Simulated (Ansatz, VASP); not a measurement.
# One calculation of F, two programs

INCAR

```
ALGO = Normal
EDIFF = 1E-6
ENCUT = 520
GGA = PE
ISIF = 2
ISMEAR = -1
LASPH = T
LCHARG = F
LREAL = F
LWAVE = F
NBANDS = 14
NELM = 80
PREC = Accurate
SIGMA = 0.05
```

KPOINTS

```
k-points
0
Gamma
  17 17 17
```

File POSCAR:

```
F
1.0
   -1.9506543338      1.9506543338      1.4090810719
    1.9506543338     -1.9506543338      1.4090810719
    1.9506543338      1.9506543338     -1.4090810719
F
2
Direct
   -0.3750000000     -0.1250000000     -0.2500000000
    0.3750000000      0.1250000000      0.2500000000
```

Input for Ansatz:

```yaml
crystal:
  lattice:
    - [-1.9506543338, 1.9506543338, 1.4090810719]
    - [1.9506543338, -1.9506543338, 1.4090810719]
    - [1.9506543338, 1.9506543338, -1.4090810719]
  atoms:
    - { symbol: F, position: [-0.375, -0.125, -0.25] }
    - { symbol: F, position: [0.375, 0.125, 0.25] }
kpoints:
  mp_grid: { grid: [17, 17, 17] }
scf:
  occupations: { method: fermi_dirac, width: 0.05 }
hamiltonian:
  xc: pbe
  pseudopotentials: { kind: paw }
output:
  forces: true
  stress: true
  eigenvalues: true
  populations: true
```

Change from the starting cell: volume scaled by 0.95, PAW files.

Alike in both runs: task single point; functional PBE; k mesh 17 × 17 × 17; occupations fermi-dirac, width 0.05 eV; no spin polarisation.

```csv
,VASP,Ansatz
version,VASP 6.6.1,Ansatz 0.2.0
potentials or method,"VASP PAW PBE potentials, release 64 (F)","PAW with Ansatz's default frozen-core files, scalar-relativistic"
plane-wave cutoff (eV),520,420
valence electrons in the cell,14,14
```

```tsv
	VASP	Ansatz	Ansatz less VASP
pressure (GPa)	1.5	2.2	+0.75
traceless stress, the component that is largest in VASP (GPa)	-0.07	-0.01	+0.063
```
